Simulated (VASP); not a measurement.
Here is a VASP 6.6.1 calculation.

File INCAR:

```
  PREC = Accurate
  ENCUT = 600
  EDIFF = 1E-6
  ISMEAR = 1
  SIGMA = 0.15
  LREAL = False
  LASPH = True
  NELM = 120
  ALGO = Normal
  ISIF = 2
  LWAVE = False
  LCHARG = False
  GGA = PE
  NBANDS = 11
  GGA_COMPAT = False
```

The input KPOINTS:

```
Automatic mesh
0
Gamma
  14 14 14
```

Contents of POSCAR:

```
Be2C
1.0
    0.0000000000      2.1650000000      2.1650000000
    2.1650000000      0.0000000000      2.1650000000
    2.1650000000      2.1650000000      0.0000000000
Be C
2 1
Direct
    0.2500000000      0.2500000000      0.2500000000
    0.7500000000      0.7500000000      0.7500000000
    0.0000000000      0.0000000000      0.0000000000
```

Potentials or basis: VASP PAW PBE potentials, release 64 (Be, C).

Run with:

```console
$ cat potpaw_PBE.64/Be/POTCAR potpaw_PBE.64/C/POTCAR > POTCAR
$ mpirun -np 1 vasp_std > vasp.out
```

(1) Predict the pressure.

(2) Estimate the band gap on the k mesh.

## Answers

(1) 0.0 GPa.

(2) 1.16 eV, indirect (least direct gap 4.13 eV).
